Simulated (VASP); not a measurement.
Wanted: the native input for a VASP 6.6.1 run.

| Item | Value |
| --- | --- |
| Task | single point |
| Functional | PBE |
| Potentials or basis | VASP PAW PBE potentials, release 64 (Li_sv, Nb_sv, O) |
| Cutoff | 520 eV |
| k mesh | 6 × 6 × 6 |
| Occupations | gaussian, width 0.05 eV |
| Spin | no spin polarisation |
| Dipole correction | no |
| Further INCAR settings | ALGO = Normal; EDIFF = 1e-06; NBANDS = 45 |

The structure of LiNbO3 lies in POSCAR:

```
LiNbO3
1.0
    2.5793866906      1.4892096002      5.0313516788
   -2.5793866906      1.4892096002      5.0313516788
    0.0000000000     -2.9784192004      5.0313516788
Li Nb O
2 2 6
Direct
    0.2815913687      0.2815913687      0.2815913687
    0.7815913687      0.7815913687      0.7815913687
    0.0004900497      0.0004900497      0.0004900497
    0.5004900497      0.5004900497      0.5004900497
    0.1104619503      0.3580262714      0.7211003599
    0.7211003599      0.1104619503      0.3580262714
    0.3580262714      0.7211003599      0.1104619503
    0.2211003599      0.8580262714      0.6104619503
    0.8580262714      0.6104619503      0.2211003599
    0.6104619503      0.2211003599      0.8580262714
```

One way to write it, as run:

INCAR

```
SYSTEM = LiNbO3
PREC = Accurate ; ENCUT = 520
EDIFF = 1E-6 ; ISMEAR = 0
SIGMA = 0.05 ; LREAL = .False.
LASPH = .True. ; NELM = 80
ALGO = Normal ; ISIF = 2
LWAVE = .False. ; LCHARG = .True.
GGA = PE ; LELF = .True.
LVHAR = .True. ; NBANDS = 45
```

KPOINTS

```
regular mesh
0
Gamma
  6 6 6
  0 0 0
```

Potentials or basis: VASP PAW PBE potentials, release 64 (Li_sv, Nb_sv, O).

Run with:

```sh
$ cat potpaw_PBE.64/Li_sv/POTCAR potpaw_PBE.64/Nb_sv/POTCAR potpaw_PBE.64/O/POTCAR > POTCAR
$ mpirun -np 1 vasp_std > vasp.out
```

It gave:

```yaml
Largest_force: 0.740 eV/Å
Band_gap_on_the_k_mesh: 3.23 eV (least direct gap 3.24 eV)
```

Run time: 7.9 min on 1 thread of Intel Xeon 8259CL, with other jobs on the host, peak memory 0.39 GiB.
